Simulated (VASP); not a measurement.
Here is a VASP 6.6.1 calculation.

The input INCAR:

```
SYSTEM = NiO2
PREC = Accurate
ENCUT = 700
EDIFF = 1E-6
ISMEAR = 0
SIGMA = 0.05
LREAL = .FALSE.
LASPH = .TRUE.
NELM = 120
ALGO = Normal
ISIF = 2
LWAVE = .FALSE.
LCHARG = .FALSE.
NBANDS = 22
GGA_COMPAT = .FALSE.
```

KPOINTS

```
Automatic mesh
0
G
  12 12 6
  0 0 0
```

The input POSCAR:

```
NiO2
1.0
    2.7239885620      0.0000000000      0.0000000000
   -1.3619942810      2.3590432943      0.0000000000
    0.0000000000      0.0000000000      4.3267834318
Ni O
1 2
Direct
    0.0000000000      0.0000000000      0.5000000000
    0.6666666667      0.3333333333      0.7186230907
    0.3333333333      0.6666666667      0.2813769093
```

Potentials or basis: VASP PAW LDA potentials, release 64 (Ni_sv_GW, O).

Launch:

```console
$ cat potpaw_LDA.64/Ni_sv_GW/POTCAR potpaw_LDA.64/O/POTCAR > POTCAR
$ mpirun -np 1 vasp_std > vasp.out
```

**Question.** Estimate the largest force.

**Answer.** 0.031 eV/Å.

**Question.** What does it give for the pressure?

**Answer.** 4.0 GPa.

**Question.** Estimate the band gap on the k mesh.

**Answer.** 0.82 eV (least direct gap 1.03 eV).

Stress tensor (GPa, compression positive):
```
 6.81  0.00  0.00
 0.00  6.81  0.00
 0.00  0.00 -1.71
```

Caveat: the stress differs along the axes, from -2 to 7 GPa; the run has no spin polarisation, though such a crystal can be magnetic. A k mesh can miss the band edges.
